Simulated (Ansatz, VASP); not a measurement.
# One calculation of Be4C, two programs

The input INCAR:

```
ALGO = Normal
EDIFF = 1E-7
ENCUT = 520
GGA = PE
ISIF = 2
ISMEAR = 0
LASPH = T
LCHARG = F
LREAL = F
LWAVE = F
NBANDS = 14
NELM = 80
PREC = Accurate
SIGMA = 0.1
```

Contents of KPOINTS:

```
k-points
0
Gamma
  6 6 6
```

File POSCAR:

```
Be4C
1.0
   -2.0919337900      2.0919337900      2.6051701000
    2.0919337900     -2.0919337900      2.6051701000
    2.0919337900      2.0919337900     -2.6051701000
Be C
4 1
Direct
    0.5980913900      0.2022848300      0.1056524000
    0.0966324200      0.4924389900      0.8943476000
    0.2022848300      0.0966324200      0.6041934300
    0.4924389900      0.5980913900      0.3958065700
    0.9018386600      0.9018386600      0.0000000000
```

Input for Ansatz:

```yaml
crystal:
  lattice:
    - [-2.09193379, 2.09193379, 2.6051701]
    - [2.09193379, -2.09193379, 2.6051701]
    - [2.09193379, 2.09193379, -2.6051701]
  atoms:
    - { symbol: Be, position: [0.59809139, 0.20228483, 0.1056524] }
    - { symbol: Be, position: [0.09663242, 0.49243899, 0.8943476] }
    - { symbol: Be, position: [0.20228483, 0.09663242, 0.60419343] }
    - { symbol: Be, position: [0.49243899, 0.59809139, 0.39580657] }
    - { symbol: C, position: [0.90183866, 0.90183866, 0.0] }
basis:
  ecutwfc: 420
kpoints:
  mp_grid: { grid: [6, 6, 6] }
hamiltonian:
  xc: pbe
scf:
  occupations: { method: gaussian, width: 0.1 }
  lower_state_search: "off"
output:
  forces: true
  stress: true
  eigenvalues: true
```

Alike in both runs: task single point; functional PBE; k mesh 6 × 6 × 6; occupations gaussian, width 0.1 eV; no spin polarisation.

|  | VASP | Ansatz |
| --- | --- | --- |
| version | VASP 6.6.1 | Ansatz 0.2.0 |
| potentials or method | VASP PAW PBE potentials, release 64 (Be, C), cutoff 520 eV | scalar-relativistic, plane waves, PAW |
| valence electrons in the cell | 12 | 12 |

```csv
,VASP,Ansatz,Ansatz less VASP
gap on the k mesh at the Fermi level (eV),none,none,-
pressure (GPa),10.5,10.3,-0.16
"traceless stress, the component that is largest in VASP (GPa)",-16.00,-15.87,+0.129
rms of the force components (eV/Å),3.512,3.504,-0.0078
```

Atom by atom the forces differ by 0.008 eV/Å (rms over components). A gap of «none» marks a metal or a gap that the smearing closes.
